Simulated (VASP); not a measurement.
# MgO (Fm-3m) in VASP: a series of runs, part 2 of 2

VASP 6.6.1. The steps go on from the part before.

### Step 3. Single point, LDA (8.39 Å³/atom)

This run uses another cell than the first one, of 8.39 Å³/atom.

Contents of INCAR:

```
ALGO = Normal
EDIFF = 1E-6
ENCUT = 840
GGA = CA
GGA_COMPAT = F
ISIF = 2
ISMEAR = 0
LASPH = T
LCHARG = T
LELF = T
LREAL = F
LVHAR = T
LWAVE = F
NBANDS = 15
NELM = 120
PREC = Accurate
SIGMA = 0.01
```

Contents of KPOINTS:

```
k-points
0
Gamma
  10 10 10
```

Contents of POSCAR:

```
MgO
1.0
    0.0000000000      2.0323551546      2.0323551546
    2.0323551546      0.0000000000      2.0323551546
    2.0323551546      2.0323551546      0.0000000000
Mg O
1 1
Direct
    0.0000000000      0.0000000000      0.0000000000
    0.5000000000      0.5000000000      0.5000000000
```

Potentials or basis: VASP PAW LDA potentials, release 64 (Mg_sv, O).

On the command line:

```
$ cat potpaw_LDA.64/Mg_sv/POTCAR potpaw_LDA.64/O/POTCAR > POTCAR
$ mpirun -np 1 vasp_std > vasp.out
```

OUTCAR:

```text
EDIFF = 1E-6
   ENCUT = 840
   GGA = CA
   ISIF = 2
   ISMEAR = 0
   LASPH = T
   LREAL = F
   NELM = 120
   PREC = Accurate

 ion  position               nearest neighbor table
   1  0.000  0.000  0.000-   2 2.03   2 2.03   2 2.03   2 2.03   2 2.03   2 2.03
   2  0.500  0.500  0.500-   1 2.03   1 2.03   1 2.03   1 2.03   1 2.03   1 2.03

  LATTYP: Found a face centered cubic cell.
 ALAT       =     4.0647103092

  Lattice vectors:

 A1 = (   0.0000000000,   2.0323551546,   2.0323551546)
 A2 = (   2.0323551546,   0.0000000000,   2.0323551546)
 A3 = (   2.0323551546,   2.0323551546,   0.0000000000)

Analysis of symmetry for initial positions (statically):
=====================================================================
 Subroutine PRICEL returns:
 Original cell was already a primitive cell.

 Routine SETGRP: Setting up the symmetry group for a
 face centered cubic supercell.

 Subroutine GETGRP returns: Found 48 space group operations
 (whereof 48 operations were pure point group operations)
 out of a pool of 48 trial point group operations.

The static configuration has the point symmetry O_h .

Analysis of symmetry for dynamics (positions and initial velocities):
=====================================================================
 Subroutine PRICEL returns:
 Original cell was already a primitive cell.

 Routine SETGRP: Setting up the symmetry group for a
 face centered cubic supercell.

 Subroutine GETGRP returns: Found 48 space group operations
 (whereof 48 operations were pure point group operations)
 out of a pool of 48 trial point group operations.

The dynamic configuration has the point symmetry O_h .

 Subroutine INISYM returns: Found 48 space group operations
 (whereof 48 operations are pure point group operations),
 and found     1 'primitive' translations

----------------------------------------------------------------------------------------

                                     Primitive cell

[... 119 lines left out ...]
   LEPSILON=     F    determine dielectric tensor
   LRPA    =     F    only Hartree local field effects (RPA)
 non-spin polarized calculation
 Gauss-broadening in eV      SIGMA  =   0.01
  energy-cutoff  :      840.00
  volume of cell :       16.79
 maximum number of plane-waves:       944
   NGX = 13   NGY = 13   NGZ = 13

 number of electron      16.0000008 magnetization

 Free energy of the ion-electron system (eV)
  ---------------------------------------------------
  ext. energy  EPLUGINS =         0.00000000
  ---------------------------------------------------
  free energy    TOTEN  =       -13.17498980 eV

  energy without entropy =      -13.17498980  energy(sigma->0) =      -13.17498980

 E-fermi :   3.6201     XC(G=0): -12.4973

 val. band max:        3.4002608761   @ k =   0.0000   0.0000   0.0000
 cond. band min:       9.1787467561   @ k =   0.0000   0.0000   0.0000
 fundamental gap:      5.7784858799
 Fermi energy:         3.6200796920

 k-point     1 :       0.0000    0.0000    0.0000
  band No.  band energies     occupation
      1     -67.6091      2.00000
      2     -35.0537      2.00000
      3     -35.0537      2.00000
      4     -35.0537      2.00000
      5     -14.1749      2.00000
      6       3.4003      2.00000
      7       3.4003      2.00000
      8       3.4003      2.00000
      9       9.1787      0.00000
     10      19.5067      0.00000
     11      19.5067      0.00000
     12      19.5067      0.00000
     13      23.8282      0.00000
     14      25.5915      0.00000
[... 401 lines left out ...]
      2     -35.1514      2.00000
      3     -35.0921      2.00000
      4     -35.0882      2.00000
      5     -12.6045      2.00000
      6      -0.5733      2.00000
      7       1.9147      2.00000
      8       2.1673      2.00000
      9      13.4097      0.00000
     10      14.1651      0.00000
     11      17.8994      0.00000
     12      22.6917      0.00000
     13      22.9238      0.00000
     14      29.2827      0.00000
     15      32.3056      0.00000

 [... further k-points ...]

------------------------ aborting loop because EDIFF is reached ----------------------------------------

  FORCE on cell =-STRESS in cart. coord.  units (eV):
  Direction    XX          YY          ZZ          XY          YZ          ZX
  --------------------------------------------------------------------------------------
  -------------------------------------------------------------------------------------
  Total        1.5334694      1.5334694      1.5334694      0.0000000      0.0000000      0.0000000
  in kB      146.3379233    146.3379233    146.3379233      0.0000000      0.0000000      0.0000000
  external PRESSURE =     146.3379233 kB  Pullay stress =       0.0000000 kB

 VOLUME and BASIS-vectors are now :
 -----------------------------------------------------------------------------
  energy-cutoff  :      840.00
  volume of cell :       16.79
      direct lattice vectors                 reciprocal lattice vectors
     0.000000000  2.032355155  2.032355155    -0.246019993  0.246019993  0.246019993
     2.032355155  0.000000000  2.032355155     0.246019993 -0.246019993  0.246019993
     2.032355155  2.032355155  0.000000000     0.246019993  0.246019993 -0.246019993

 POSITION                                       TOTAL-FORCE (eV/Angst)
 -----------------------------------------------------------------------------------
      0.00000      0.00000      0.00000        -0.000000      0.000000     -0.000000
      2.03236      2.03236      2.03236         0.000000     -0.000000      0.000000
 -----------------------------------------------------------------------------------
    total drift:                                0.000000      0.000000      0.000000

  FREE ENERGIE OF THE ION-ELECTRON SYSTEM (eV)
  ---------------------------------------------------
  free  energy   TOTEN  =       -13.1749897966 eV

  energy  without entropy=      -13.1749897966  energy(sigma->0) =      -13.17498980
```

stdout:

```text
POSCAR found type information on POSCAR MgO
 POSCAR found :  2 types and       2 ions
 scaLAPACK will be used
 LDA part: xc-table for (Slater(with rela. corr.)+CA(PZ))
 , standard interpolation
 POSCAR, INCAR and KPOINTS ok, starting setup
 FFT: planning ... GRIDC
 FFT: planning ... GRID_SOFT
 FFT: planning ... GRID
 WAVECAR not read
 entering main loop
```

Run time: 23 s. Hardware: 1 thread of Intel Xeon Platinum 8259CL at 2.50GHz (Skylake/Cascade Lake), shared host; peak memory 0.15 GiB.

Results:

```yaml
Free_energy: -13.1750 eV
Pressure: 14.6 GPa
Band_gap_on_the_k_mesh: 5.78 eV
```

Levels at points of the mesh, in eV from the valence-band top:
| k point | band 4 | band 5 | band 6 | band 7 | band 8 | band 9 | band 10 | band 11 | band 12 | band 13 |
| --- | --- | --- | --- | --- | --- | --- | --- | --- | --- | --- |
| (0.00, 0.00, 0.00) | -38.45 | -17.58 | 0.00 | 0.00 | 0.00 | 5.78 | 16.11 | 16.11 | 16.11 | 20.43 |
| (0.50, 0.00, 0.00) | -38.47 | -15.88 | -5.19 | -0.80 | -0.80 | 8.43 | 13.64 | 17.12 | 17.12 | 22.28 |
| (0.50, 0.50, 0.00) | -38.50 | -15.64 | -4.57 | -1.52 | -1.52 | 8.98 | 10.93 | 14.05 | 20.31 | 20.31 |

Caveat: the cell stands under pressure.

### Step 4. Single point, LDA (9.33 Å³/atom)

This run uses another cell than the first one, of 9.33 Å³/atom.

Contents of INCAR:

```
SYSTEM = MgO
  ALGO = Normal
  EDIFF = 1E-6
  ENCUT = 840
  GGA = CA
  GGA_COMPAT = .FALSE.
  ISIF = 2
  ISMEAR = 0
  LASPH = .TRUE.
  LCHARG = .FALSE.
  LREAL = .FALSE.
  LWAVE = .FALSE.
  NBANDS = 15
  NELM = 120
  PREC = Accurate
  SIGMA = 0.01
```

Contents of KPOINTS:

```
k-points
0
G
  10 10 10
  0 0 0
```

Contents of POSCAR:

```
MgO
1.0
    0.0000000000      2.1050000000      2.1050000000
    2.1050000000      0.0000000000      2.1050000000
    2.1050000000      2.1050000000      0.0000000000
Mg O
1 1
Direct
    0.0000000000      0.0000000000      0.0000000000
    0.5000000000      0.5000000000      0.5000000000
```

Potentials or basis: VASP PAW LDA potentials, release 64 (Mg_sv, O).

On the command line:

```
$ cat potpaw_LDA.64/Mg_sv/POTCAR potpaw_LDA.64/O/POTCAR > POTCAR
$ mpirun -np 1 vasp_std > vasp.out
```

OUTCAR:

```text
SYSTEM = MgO
   EDIFF = 1E-6
   ENCUT = 840
   GGA = CA
   ISIF = 2
   ISMEAR = 0
   LASPH = .TRUE.
   LREAL = .FALSE.
   NELM = 120
   PREC = Accurate

 ion  position               nearest neighbor table
   1  0.000  0.000  0.000-   2 2.10   2 2.10   2 2.10   2 2.10   2 2.10   2 2.10
   2  0.500  0.500  0.500-   1 2.10   1 2.10   1 2.10   1 2.10   1 2.10   1 2.10

  LATTYP: Found a face centered cubic cell.
 ALAT       =     4.2100000000

  Lattice vectors:

 A1 = (   0.0000000000,   2.1050000000,   2.1050000000)
 A2 = (   2.1050000000,   0.0000000000,   2.1050000000)
 A3 = (   2.1050000000,   2.1050000000,   0.0000000000)

Analysis of symmetry for initial positions (statically):
=====================================================================
 Subroutine PRICEL returns:
 Original cell was already a primitive cell.

 Routine SETGRP: Setting up the symmetry group for a
 face centered cubic supercell.

 Subroutine GETGRP returns: Found 48 space group operations
 (whereof 48 operations were pure point group operations)
 out of a pool of 48 trial point group operations.

The static configuration has the point symmetry O_h .

Analysis of symmetry for dynamics (positions and initial velocities):
=====================================================================
 Subroutine PRICEL returns:
 Original cell was already a primitive cell.

 Routine SETGRP: Setting up the symmetry group for a
 face centered cubic supercell.

 Subroutine GETGRP returns: Found 48 space group operations
 (whereof 48 operations were pure point group operations)
 out of a pool of 48 trial point group operations.

The dynamic configuration has the point symmetry O_h .

 Subroutine INISYM returns: Found 48 space group operations
 (whereof 48 operations are pure point group operations),
 and found     1 'primitive' translations

----------------------------------------------------------------------------------------

                                     Primitive cell

[... 120 lines left out ...]
   LRPA    =     F    only Hartree local field effects (RPA)
 non-spin polarized calculation
 Gauss-broadening in eV      SIGMA  =   0.01
  energy-cutoff  :      840.00
  volume of cell :       18.65
 maximum number of plane-waves:      1056
   NGX = 13   NGY = 13   NGZ = 13

 number of electron      15.9999995 magnetization

 Free energy of the ion-electron system (eV)
  ---------------------------------------------------
  ext. energy  EPLUGINS =         0.00000000
  ---------------------------------------------------
  free energy    TOTEN  =       -13.22547635 eV

  energy without entropy =      -13.22547635  energy(sigma->0) =      -13.22547635

 E-fermi :   2.7068     XC(G=0): -11.9407

 val. band max:        2.5910498892   @ k =   0.0000   0.0000   0.0000
 cond. band min:       7.2735151229   @ k =   0.0000   0.0000   0.0000
 fundamental gap:      4.6824652336
 Fermi energy:         2.7068184912

 k-point     1 :       0.0000    0.0000    0.0000
  band No.  band energies     occupation
      1     -68.7404      2.00000
      2     -36.2017      2.00000
      3     -36.2017      2.00000
      4     -36.2017      2.00000
      5     -14.4012      2.00000
      6       2.5910      2.00000
      7       2.5910      2.00000
      8       2.5910      2.00000
      9       7.2735      0.00000
     10      18.1290      0.00000
     11      18.1290      0.00000
     12      18.1290      0.00000
     13      22.1597      0.00000
     14      23.7968      0.00000
[... 401 lines left out ...]
      2     -36.2664      2.00000
      3     -36.2278      2.00000
      4     -36.2252      2.00000
      5     -13.0960      2.00000
      6      -1.0262      2.00000
      7       1.2664      2.00000
      8       1.4903      2.00000
      9      12.0082      0.00000
     10      12.5648      0.00000
     11      15.9476      0.00000
     12      20.4814      0.00000
     13      20.6919      0.00000
     14      27.1741      0.00000
     15      29.3220      0.00000

 [... further k-points ...]

------------------------ aborting loop because EDIFF is reached ----------------------------------------

  FORCE on cell =-STRESS in cart. coord.  units (eV):
  Direction    XX          YY          ZZ          XY          YZ          ZX
  --------------------------------------------------------------------------------------
  -------------------------------------------------------------------------------------
  Total       -0.6201279     -0.6201279     -0.6201279     -0.0000000     -0.0000000      0.0000000
  in kB      -53.2605383    -53.2605383    -53.2605383     -0.0000000     -0.0000000      0.0000000
  external PRESSURE =     -53.2605383 kB  Pullay stress =       0.0000000 kB

 VOLUME and BASIS-vectors are now :
 -----------------------------------------------------------------------------
  energy-cutoff  :      840.00
  volume of cell :       18.65
      direct lattice vectors                 reciprocal lattice vectors
     0.000000000  2.105000000  2.105000000    -0.237529691  0.237529691  0.237529691
     2.105000000  0.000000000  2.105000000     0.237529691 -0.237529691  0.237529691
     2.105000000  2.105000000  0.000000000     0.237529691  0.237529691 -0.237529691

 POSITION                                       TOTAL-FORCE (eV/Angst)
 -----------------------------------------------------------------------------------
      0.00000      0.00000      0.00000         0.000000     -0.000000      0.000000
      2.10500      2.10500      2.10500        -0.000000      0.000000     -0.000000
 -----------------------------------------------------------------------------------
    total drift:                                0.000000      0.000000      0.000000

  FREE ENERGIE OF THE ION-ELECTRON SYSTEM (eV)
  ---------------------------------------------------
  free  energy   TOTEN  =       -13.2254763466 eV

  energy  without entropy=      -13.2254763466  energy(sigma->0) =      -13.22547635
```

Run time: 13 s. Hardware: 1 thread of AMD EPYC 7R13 (Zen 3), shared host; peak memory 0.12 GiB.

What came out:

```yaml
Free_energy: -13.2255 eV
Pressure: -5.3 GPa
Band_gap_on_the_k_mesh: 4.68 eV
```

Caveat: the cell stands under tension.

### Step 5. The runs side by side

| cell | gap on the mesh (eV) | pressure (GPa) |
| --- | --- | --- |
| a = 3.006 Å, angles 60.0°, 2 atoms | 4.40 | -9.5 |
| a = 2.874 Å, angles 60.0°, 2 atoms | 5.78 | 14.6 |
| a = 2.977 Å, angles 60.0°, 2 atoms | 4.68 | -5.3 |

Alike in all rows: task single point; level LDA; potentials or basis VASP PAW LDA potentials, release 64 (Mg_sv, O); no spin polarisation; k mesh 10 × 10 × 10; cutoff (eV) 840; smearing gaussian 0.01 eV.

Caveats: the cell stands under tension (at least some runs); the cell stands under pressure (at least some runs).

Total energies depend on the potentials used, so only differences within one code and one set of settings carry meaning.
